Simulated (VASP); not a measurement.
Cs, 1 atom in the cell. Symmetry: Fm-3m, No. 225, cubic system. The conventional cell has a = 6.117 Å, b = 6.117 Å, c = 6.117 Å, α = 90.00°, β = 90.00°, γ = 90.00°. Within 5.7 Å of Cs (site symmetry m-3m) lie 12 Cs at 4.33 Å. 

```yaml
Program: VASP 6.6.1
Task: single point
Functional: PBEsol
Potentials_or_basis: VASP PAW PBE potentials, release 64 (Cs_sv)
Cutoff: 520 eV
k_mesh: 11 × 11 × 11
Occupations: fermi-dirac, width 0.05 eV
Spin: no spin polarisation
Dipole_correction: no
Further_INCAR_settings: ALGO = Normal; EDIFF = 1e-07; NBANDS = 10
```

Potentials or basis: VASP PAW PBE potentials, release 64 (Cs_sv).

The run is started by

```console
$ cat potpaw_PBE.64/Cs_sv/POTCAR > POTCAR
$ mpirun -np 1 vasp_std > vasp.out
```

Hardware: 1 thread of AMD EPYC 7R13, on a shared host.

Estimate the wall time of this run.

Run time: 37 s on 1 thread of AMD EPYC 7R13, with other jobs on the host, peak memory 0.16 GiB. Counts: scf iterations 12, k points 56.
